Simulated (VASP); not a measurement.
# InP (sol) (F-43m) in VASP: a series of runs

InP (sol) is run at these levels: PBEsol; tasks: single point, relaxation of cell and atoms.

Program: VASP 6.6.1. These are calculated values, not measurements. Logs are shortened: lines on timing, memory, paths and dates and some standing lists are left out, and cuts for length are marked.

### 1 The cell of the first run

It takes space group F-43m (No. 216, cubic). Conventional cell: a = 5.904 Å, b = 5.904 Å, c = 5.904 Å, α = 90.00°, β = 90.00°, γ = 90.00°. In (site symmetry -43m) has 4 P at 2.56 Å within 3.4 Å. P (site symmetry -43m) has 4 In at 2.56 Å within 3.4 Å.

### 2 Single point, PBEsol

INCAR reads:

```
SYSTEM = InP
  PREC = Accurate
  ENCUT = 520
  EDIFF = 1E-6
  ISMEAR = 0
  SIGMA = 0.1
  LREAL = .False.
  LASPH = .True.
  NELM = 80
  ALGO = Normal
  ISIF = 2
  LWAVE = .False.
  LCHARG = .False.
  GGA = PS
  NBANDS = 16
```

KPOINTS reads:

```
Automatic mesh
0
Gamma
  6 6 6
  0 0 0
```

POSCAR reads:

```
InP
1.0
    0.0000000000      2.9519763900      2.9519763900
    2.9519763900      0.0000000000      2.9519763900
    2.9519763900      2.9519763900      0.0000000000
In P
1 1
Direct
    0.0000000000      0.0000000000      0.0000000000
    0.7500000000      0.7500000000      0.7500000000
```

Potentials or basis: VASP PAW PBE potentials, release 64 (In_d, P).

On the command line:

```sh
> cat potpaw_PBE.64/In_d/POTCAR potpaw_PBE.64/P/POTCAR > POTCAR
> mpirun -np 1 vasp_std > vasp.out
```

OUTCAR:

```text
SYSTEM = InP
   PREC = Accurate
   ENCUT = 520
   EDIFF = 1E-6
   ISMEAR = 0
   LREAL = .False.
   LASPH = .True.
   NELM = 80
   ISIF = 2
   GGA = PS

 ion  position               nearest neighbor table
   1  0.000  0.000  0.000-   2 2.56   2 2.56   2 2.56   2 2.56
   2  0.750  0.750  0.750-   1 2.56   1 2.56   1 2.56   1 2.56

  LATTYP: Found a face centered cubic cell.
 ALAT       =     5.9039527800

  Lattice vectors:

 A1 = (   0.0000000000,   2.9519763900,   2.9519763900)
 A2 = (   2.9519763900,   0.0000000000,   2.9519763900)
 A3 = (   2.9519763900,   2.9519763900,   0.0000000000)

Analysis of symmetry for initial positions (statically):
=====================================================================
 Subroutine PRICEL returns:
 Original cell was already a primitive cell.

 Routine SETGRP: Setting up the symmetry group for a
 face centered cubic supercell.

 Subroutine GETGRP returns: Found 24 space group operations
 (whereof 24 operations were pure point group operations)
 out of a pool of 48 trial point group operations.

The static configuration has the point symmetry T_d .

Analysis of symmetry for dynamics (positions and initial velocities):
=====================================================================
 Subroutine PRICEL returns:
 Original cell was already a primitive cell.

 Routine SETGRP: Setting up the symmetry group for a
 face centered cubic supercell.

 Subroutine GETGRP returns: Found 24 space group operations
 (whereof 24 operations were pure point group operations)
 out of a pool of 48 trial point group operations.

The dynamic configuration has the point symmetry T_d .

 Subroutine INISYM returns: Found 24 space group operations
 (whereof 24 operations are pure point group operations),
 and found     1 'primitive' translations

----------------------------------------------------------------------------------------

                                     Primitive cell

  volume of cell :      51.4480

  direct lattice vectors                    reciprocal lattice vectors
     0.000000000  2.951976390  2.951976390    -0.169378048  0.169378048  0.169378048
     2.951976390  0.000000000  2.951976390     0.169378048 -0.169378048  0.169378048
     2.951976390  2.951976390  0.000000000     0.169378048  0.169378048 -0.169378048

  length of vectors
     4.174725047  4.174725047  4.174725047     0.293371386  0.293371386  0.293371386

[... 70 lines left out ...]
   NELM   =     80;   NELMIN=  2; NELMDL= -5     # of ELM steps
   EDIFF  = 0.1E-05   stopping-criterion for ELM
   LREAL  =      F    real-space projection
   EDIFFG = 0.1E-04   stopping-criterion for IOM
   NSW    =      0    number of steps for IOM
   IBRION =     -1    ionic relax: 0-MD 1-quasi-New 2-CG
   NFREE  =      0    steps in history (QN), initial steepest desc. (CG)
   ISIF   =      2    stress and relaxation
   ISYM   =      2    0-nonsym 1-usesym 2-fastsym
   POTIM  = 0.5000    time-step for ionic-motion
   TEBEG  =    0.0;   TEEND  =   0.0 temperature during run
   PSTRESS=    0.0 pullay stress
   NELECT =      18.0000    total number of electrons
   NUPDOWN=      -1.0000    fix difference up-down
   EMIN   =  10.00;   EMAX   =-10.00  energy-range for DOS
   EFERMI =   0.00;   METHOD = LEGACY
   ISMEAR =     0;   SIGMA  =   0.10  broadening in eV -4-tet -1-fermi 0-gaus
   EFERMI_NEDOS =   21; number of points for ismear=-14 and -15
   IALGO  =     38    algorithm
   IMIX   =      4    mixing-type and parameters
     AMIX     =   0.40;   BMIX     =  1.00
     AMIX_MAG =   1.60;   BMIX_MAG =  1.00
  volume/ion in A,a.u.               =      25.72       173.59
  Fermi-wavevector in a.u.,A,eV,Ry     =   1.153567  2.179925 18.105499  1.330717
  Thomas-Fermi vector in A             =   2.290210
   LORBIT       =      0    0 simple, 1 ext, 2 COOP (PROOUT), +10 PAW based schemes
   GGA     = PS    functional components
   LHFCALC =     F    Hartree Fock is set to
   AEXX    =    0.0000 exact exchange contribution
   IVDW    =     0    specifies the selected vdW correction
   LEPSILON=     F    determine dielectric tensor
   LRPA    =     F    only Hartree local field effects (RPA)
 non-spin polarized calculation
 Gauss-broadening in eV      SIGMA  =   0.10
  energy-cutoff  :      520.00
  volume of cell :       51.45
 maximum number of plane-waves:      1411
   NGX = 15   NGY = 15   NGZ = 15

 number of electron      18.0000009 magnetization

 Free energy of the ion-electron system (eV)
  ---------------------------------------------------
  ext. energy  EPLUGINS =         0.00000000
  ---------------------------------------------------
  free energy    TOTEN  =        -9.14135677 eV

  energy without entropy =       -9.14135478  energy(sigma->0) =       -9.14135577

 E-fermi :   5.1191     XC(G=0):  -9.3805

 val. band max:        4.8614875654   @ k =   0.0000   0.0000   0.0000
 cond. band min:       5.3559479323   @ k =   0.0000   0.0000   0.0000
 fundamental gap:      0.4944603669
 Fermi energy:         5.1190810350

 k-point     1 :       0.0000    0.0000    0.0000
  band No.  band energies     occupation
      1      -9.2525      2.00000
      2      -9.2525      2.00000
      3      -9.2525      2.00000
      4      -9.1090      2.00000
      5      -9.1090      2.00000
      6      -6.5385      2.00000
[... 281 lines left out ...]
      3      -9.1614      2.00000
      4      -9.1358      2.00000
      5      -9.0883      2.00000
      6      -4.1635      2.00000
[... 8 lines left out ...]
     15      16.0156      0.00000
     16      16.6878      0.00000

------------------------ aborting loop because EDIFF is reached ----------------------------------------

  FORCE on cell =-STRESS in cart. coord.  units (eV):
  Direction    XX          YY          ZZ          XY          YZ          ZX
  --------------------------------------------------------------------------------------
  -------------------------------------------------------------------------------------
  Total       -0.2791465     -0.2791465     -0.2791465      0.0000000      0.0000000      0.0000000
  in kB       -8.6930893     -8.6930893     -8.6930893      0.0000000      0.0000000      0.0000000
  external PRESSURE =      -8.6930893 kB  Pullay stress =       0.0000000 kB

 VOLUME and BASIS-vectors are now :
 -----------------------------------------------------------------------------
  energy-cutoff  :      520.00
  volume of cell :       51.45
      direct lattice vectors                 reciprocal lattice vectors
     0.000000000  2.951976390  2.951976390    -0.169378048  0.169378048  0.169378048
     2.951976390  0.000000000  2.951976390     0.169378048 -0.169378048  0.169378048
     2.951976390  2.951976390  0.000000000     0.169378048  0.169378048 -0.169378048

 POSITION                                       TOTAL-FORCE (eV/Angst)
 -----------------------------------------------------------------------------------
      0.00000      0.00000      0.00000        -0.000000     -0.000000     -0.000000
      4.42796      4.42796      4.42796         0.000000      0.000000      0.000000
 -----------------------------------------------------------------------------------
    total drift:                                0.000000      0.000000      0.000000

  FREE ENERGIE OF THE ION-ELECTRON SYSTEM (eV)
  ---------------------------------------------------
  free  energy   TOTEN  =        -9.1413567673 eV

  energy  without entropy=       -9.1413547827  energy(sigma->0) =       -9.14135577
```

stdout:

```text
POSCAR found type information on POSCAR InP
 POSCAR found :  2 types and       2 ions
 scaLAPACK will be used
 -----------------------------------------------------------------------------
|                                                                             |
|                                                                             |
|     You enforced a specific xc type in the INCAR file but a different       |
|     I HOPE YOU KNOW WHAT YOU ARE DOING!                                     |
|                                                                             |
 -----------------------------------------------------------------------------

 LDA part: xc-table for (Slater+PW92), standard interpolation
 POSCAR, INCAR and KPOINTS ok, starting setup
 FFT: planning ... GRIDC
 FFT: planning ... GRID_SOFT
 FFT: planning ... GRID
 WAVECAR not read
 entering main loop
```

It took 6 s on 1 thread of Intel Xeon 6975P-C (Granite Rapids), shared host; peak memory 0.17 GiB.

What came out:

* Free energy: -9.1414 eV
* Pressure: -0.9 GPa
* Band gap on the k mesh: 0.49 eV, direct

Caveat: the PAW data sets were made with another functional, which shifts forces and pressure a little; spin-orbit coupling is left out, which moves the levels of the heavy elements.

### 3 Single point, PBEsol

This run uses another cell than the first one, of 25.40 Å³/atom, 0.987 times its volume.

INCAR reads:

```
SYSTEM = InP
PREC = Accurate ; ENCUT = 520
EDIFF = 1E-6 ; ISMEAR = 0
SIGMA = 0.02 ; LREAL = .FALSE.
LASPH = .TRUE. ; NELM = 80
ALGO = Normal ; ISIF = 2
LWAVE = .FALSE. ; LCHARG = .TRUE.
GGA = PS ; LELF = .TRUE.
LVHAR = .TRUE. ; NBANDS = 16
```

KPOINTS reads:

```
Automatic mesh
0
G
  10 10 10
  0 0 0
```

POSCAR reads:

```
InP
1.0
    0.0000000000      2.9395031467      2.9395031467
    2.9395031467      0.0000000000      2.9395031467
    2.9395031467      2.9395031467      0.0000000000
In P
1 1
Direct
    0.0000000000      0.0000000000      0.0000000000
    0.7500000000      0.7500000000      0.7500000000
```

Potentials or basis: VASP PAW PBE potentials, release 64 (In_d, P).

On the command line:

```sh
> cat potpaw_PBE.64/In_d/POTCAR potpaw_PBE.64/P/POTCAR > POTCAR
> mpirun -np 1 vasp_std > vasp.out
```

It took 14 s on 1 thread of Intel Xeon 6975P-C (Granite Rapids), shared host; peak memory 0.19 GiB.

The run converged. Its results:

* Free energy: -9.1567 eV
* Pressure: 0.0 GPa
* Band gap on the k mesh: 0.57 eV, direct

Levels at points of the mesh, in eV from the valence-band top:
| k point | band 5 | band 6 | band 7 | band 8 | band 9 | band 10 | band 11 | band 12 | band 13 | band 14 |
| --- | --- | --- | --- | --- | --- | --- | --- | --- | --- | --- |
| (0.00, 0.00, 0.00) | -13.98 | -11.48 | 0.00 | 0.00 | 0.00 | 0.57 | 4.02 | 4.02 | 4.02 | 8.31 |
| (0.50, 0.00, 0.00) | -13.97 | -9.77 | -5.75 | -0.97 | -0.97 | 1.38 | 4.74 | 4.74 | 6.93 | 9.27 |
| (0.50, 0.50, 0.00) | -13.94 | -9.11 | -5.78 | -2.32 | -2.32 | 1.65 | 2.17 | 9.04 | 9.47 | 9.47 |

Caveat: the PAW data sets were made with another functional, which shifts forces and pressure a little; spin-orbit coupling is left out, which moves the levels of the heavy elements. Expect the measured gap to be larger: semilocal functionals such as PBEsol lack the derivative discontinuity.

### 4 Relaxation of cell and atoms, PBEsol

INCAR reads:

```
PREC = Accurate ; ENCUT = 600
EDIFF = 1E-7 ; ISMEAR = 0
SIGMA = 0.02 ; LREAL = F
LASPH = T ; NELM = 80
ALGO = Normal ; ISIF = 3
LWAVE = F ; LCHARG = F
GGA = PS ; IBRION = 2
NSW = 100 ; EDIFFG = -0.002
```

KPOINTS reads:

```
regular mesh
0
Gamma
  10 10 10
```

POSCAR reads:

```
InP
1.0
    0.0000000000      2.9519763900      2.9519763900
    2.9519763900      0.0000000000      2.9519763900
    2.9519763900      2.9519763900      0.0000000000
In P
1 1
Direct
    0.0000000000      0.0000000000      0.0000000000
    0.7500000000      0.7500000000      0.7500000000
```

Potentials or basis: VASP PAW PBE potentials, release 64 (In_d, P).

On the command line:

```sh
> cat potpaw_PBE.64/In_d/POTCAR potpaw_PBE.64/P/POTCAR > POTCAR
> mpirun -np 1 vasp_std > vasp.out
```

OUTCAR:

```text
PREC = Accurate
   ENCUT = 600
   EDIFF = 1E-7
   ISMEAR = 0
   LREAL = F
   LASPH = T
   NELM = 80
   ISIF = 3
   GGA = PS
   IBRION = 2
   NSW = 100
   EDIFFG = -0.002

 ion  position               nearest neighbor table
   1  0.000  0.000  0.000-   2 2.56   2 2.56   2 2.56   2 2.56
   2  0.750  0.750  0.750-   1 2.56   1 2.56   1 2.56   1 2.56

  LATTYP: Found a face centered cubic cell.
 ALAT       =     5.9039527800

  Lattice vectors:

 A1 = (   0.0000000000,   2.9519763900,   2.9519763900)
 A2 = (   2.9519763900,   0.0000000000,   2.9519763900)
 A3 = (   2.9519763900,   2.9519763900,   0.0000000000)

Analysis of symmetry for initial positions (statically):
=====================================================================
 Subroutine PRICEL returns:
 Original cell was already a primitive cell.

 Routine SETGRP: Setting up the symmetry group for a
 face centered cubic supercell.

 Subroutine GETGRP returns: Found 24 space group operations
 (whereof 24 operations were pure point group operations)
 out of a pool of 48 trial point group operations.

The static configuration has the point symmetry T_d .

Analysis of symmetry for dynamics (positions and initial velocities):
=====================================================================
 Subroutine PRICEL returns:
 Original cell was already a primitive cell.

 Routine SETGRP: Setting up the symmetry group for a
 face centered cubic supercell.

 Subroutine GETGRP returns: Found 24 space group operations
 (whereof 24 operations were pure point group operations)
 out of a pool of 48 trial point group operations.

The dynamic configuration has the point symmetry T_d .

 Subroutine INISYM returns: Found 24 space group operations
 (whereof 24 operations are pure point group operations),
 and found     1 'primitive' translations

[... 128 lines left out ...]
  energy-cutoff  :      600.00
  volume of cell :       51.45
 maximum number of plane-waves:      1759
 NGX is ok and might be reduce to    36
   NGX = 17   NGY = 17   NGZ = 17

--------------------------------------- Ionic step        1  -------------------------------------------

 number of electron      17.9999998 magnetization

 Free energy of the ion-electron system (eV)
  ---------------------------------------------------
  ext. energy  EPLUGINS =         0.00000000
  ---------------------------------------------------
  free energy    TOTEN  =        -9.15544716 eV

  energy without entropy =       -9.15544716  energy(sigma->0) =       -9.15544716

------------------------ aborting loop because EDIFF is reached ----------------------------------------

  FORCE on cell =-STRESS in cart. coord.  units (eV):
  Direction    XX          YY          ZZ          XY          YZ          ZX
  --------------------------------------------------------------------------------------
  -------------------------------------------------------------------------------------
  Total       -0.2670049     -0.2670049     -0.2670049      0.0000000      0.0000000     -0.0000000
  in kB       -8.3149779     -8.3149779     -8.3149779      0.0000000      0.0000000     -0.0000000
  external PRESSURE =      -8.3149779 kB  Pullay stress =       0.0000000 kB
[... 59 lines left out ...]
--------------------------------------- Ionic step        3  -------------------------------------------

 number of electron      17.9999998 magnetization

 Free energy of the ion-electron system (eV)
  ---------------------------------------------------
  ext. energy  EPLUGINS =         0.00000000
  ---------------------------------------------------
  free energy    TOTEN  =        -9.15713621 eV

  energy without entropy =       -9.15713621  energy(sigma->0) =       -9.15713621

 E-fermi :   5.1017     XC(G=0):  -9.4386

 val. band max:        4.9900638525   @ k =   0.0000   0.0000   0.0000
 cond. band min:       5.5556205240   @ k =   0.0000   0.0000   0.0000
 fundamental gap:      0.5655566714
 Fermi energy:         5.1017233535

 k-point     1 :       0.0000    0.0000    0.0000
  band No.  band energies     occupation
      1      -9.1394      2.00000
      2      -9.1394      2.00000
      3      -9.1394      2.00000
      4      -8.9893      2.00000
      5      -8.9893      2.00000
      6      -6.4944      2.00000
      7       4.9901      2.00000
      8       4.9901      2.00000
      9       4.9901      2.00000
     10       5.5556      0.00000
     11       9.0071      0.00000
     12       9.0071      0.00000
     13       9.0071      0.00000
[... 354 lines left out ...]
  band No.  band energies     occupation
      1      -9.2863      2.00000
      2      -9.0641      2.00000
      3      -9.0607      2.00000
      4      -9.0242      2.00000
      5      -8.9631      2.00000
      6      -4.8295      2.00000
      7       0.2293      2.00000
      8       2.7949      2.00000
      9       3.0663      2.00000
     10       7.1389      0.00000
     11       7.9323      0.00000
     12      11.7332      0.00000
     13      12.4098      0.00000

 [... further k-points ...]
[... 5 lines left out ...]
  --------------------------------------------------------------------------------------
  -------------------------------------------------------------------------------------
  Total       -0.0007228     -0.0007228     -0.0007228      0.0000000      0.0000000     -0.0000000
  in kB       -0.0227963     -0.0227963     -0.0227963      0.0000000      0.0000000     -0.0000000
  external PRESSURE =      -0.0227963 kB  Pullay stress =       0.0000000 kB
[... 17 lines left out ...]
  FREE ENERGIE OF THE ION-ELECTRON SYSTEM (eV)
  ---------------------------------------------------
  free  energy   TOTEN  =        -9.1571362069 eV

  energy  without entropy=       -9.1571362069  energy(sigma->0) =       -9.15713621

 reached required accuracy - stopping structural energy minimisation
```

CONTCAR:

```text
InP
   1.00000000000000
     0.0000000000000000    2.9395433583819575    2.9395433583819575
     2.9395433583819575   -0.0000000000000000    2.9395433583819575
     2.9395433583819575    2.9395433583819575   -0.0000000000000000
  In              P
     1     1
Direct
     0.0000000000000000    0.0000000000000000    0.0000000000000000
     0.7500000000000000    0.7500000000000000    0.7500000000000000

  0.00000000E+00  0.00000000E+00  0.00000000E+00
  0.00000000E+00  0.00000000E+00  0.00000000E+00
```

Run time: 45 s. Hardware: 1 thread of Intel Xeon 6975P-C (Granite Rapids), shared host; peak memory 0.23 GiB.

Results:

| Item | Value |
| --- | --- |
| Free energy | -9.1571 eV |
| Relaxed volume | 25.40 Å³/atom |
| Relaxed cell | a = 4.157 Å, b = 4.157 Å, c = 4.157 Å, α = 60.00°, β = 60.00°, γ = 60.00° |
| Space group after relaxing (to 0.05 Å) | F-43m (No. 216) |
| Energy gained by relaxing | 0.8 meV/atom |
| Ionic steps | 3 |
| Pressure after relaxing | 0.0 GPa |
| Band gap on the k mesh | 0.57 eV, direct |

The path:
| step | energy change (eV) | largest force (eV/Å) | pressure (GPa) | volume (Å³) |
| --- | --- | --- | --- | --- |
| 1 | 0.0000 | 0.0000 | -0.83 | 51.45 |
| 2 | -0.0012 | 0.0000 | 0.46 | 50.46 |
| 3 | -0.0017 | 0.0000 | 0.00 | 50.80 |

Final structure:
```
In P
1.0
     0.00000    2.93954    2.93954
     2.93954    0.00000    2.93954
     2.93954    2.93954    0.00000
In P
1 1
Direct
  0.00000 0.00000 0.00000
  0.75000 0.75000 0.75000
```

Caveat: the PAW data sets were made with another functional, which shifts forces and pressure a little; spin-orbit coupling is left out, which moves the levels of the heavy elements.

### 5 Overview

| task | cell | k mesh | cutoff (eV) | smearing | gap on the mesh (eV) | pressure (GPa) |
| --- | --- | --- | --- | --- | --- | --- |
| single point | a = 4.175 Å, angles 60.0°, 2 atoms | 6 × 6 × 6 | 520 | gaussian 0.1 eV | 0.49 | -0.9 |
| single point | a = 4.157 Å, angles 60.0°, 2 atoms | 10 × 10 × 10 | 520 | gaussian 0.02 eV | 0.57 | 0.0 |
| relaxation of cell and atoms | relaxed from a = 4.175 Å, angles 60.0°, 2 atoms | 10 × 10 × 10 | 600 | gaussian 0.02 eV | 0.57 | 0.0 |

Alike in all rows: level PBEsol; potentials or basis VASP PAW PBE potentials, release 64 (In_d, P); no spin polarisation.

Caveats: the PAW data sets were made with another functional, which shifts forces and pressure a little; spin-orbit coupling is left out, which moves the levels of the heavy elements.

Absolute energies hang on the potentials; compare differences alone.
